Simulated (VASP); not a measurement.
Here is a VASP 6.6.1 calculation.

INCAR

```
SYSTEM = Bi3SbO3
PREC = Accurate ; ENCUT = 520
EDIFF = 1E-7 ; ISMEAR = 0
SIGMA = 0.2 ; LREAL = .False.
LASPH = .True. ; NELM = 60
ALGO = Normal ; ISIF = 2
LWAVE = .False. ; LCHARG = .True.
GGA = PE ; LELF = .True.
LVHAR = .True. ; NBANDS = 43
```

KPOINTS

```
regular mesh
0
Gamma
  6 6 2
  0 0 0
```

POSCAR

```
Bi3SbO3
1.0
    3.9219787222      0.0000000000      0.0000000000
    0.0000000000      3.9219787222      0.0000000000
    0.0000000000      0.0000000000      9.5957550355
Sb Bi O
1 3 3
Direct
    0.0000000000      0.0000000000      0.3104563103
    0.5000000000      0.5000000000      0.9908993084
    0.0000000000      0.0000000000      0.7243214746
    0.5000000000      0.5000000000      0.4807807779
    0.5000000000      0.0000000000      0.8589821761
    0.0000000000      0.5000000000      0.8589821761
    0.0000000000      0.0000000000      0.1024787768
```

Potentials or basis: VASP PAW PBE potentials, release 64 (Sb, Bi_d, O).

Launch:

```bash
$ cat potpaw_PBE.64/Sb/POTCAR potpaw_PBE.64/Bi_d/POTCAR potpaw_PBE.64/O/POTCAR > POTCAR
$ mpirun -np 1 vasp_std > vasp.out
```

Problem. Estimate the band gap on the k mesh.

Solution. Zero (band 34 reaches 7.84 eV, above the bottom of band 35 at 6.63 eV).

Problem. Estimate the pressure.

Solution. 0.0 GPa.

Forces on the atoms (eV/Å):
```
Sb   0.000  0.000 -0.027
Bi   0.000  0.000  0.049
Bi   0.000  0.000 -0.029
Bi   0.000  0.000  0.084
O    0.000  0.000 -0.011
O    0.000  0.000 -0.011
O    0.000  0.000 -0.055
```

Caveat: spin-orbit coupling is left out, which moves the levels of the heavy elements.
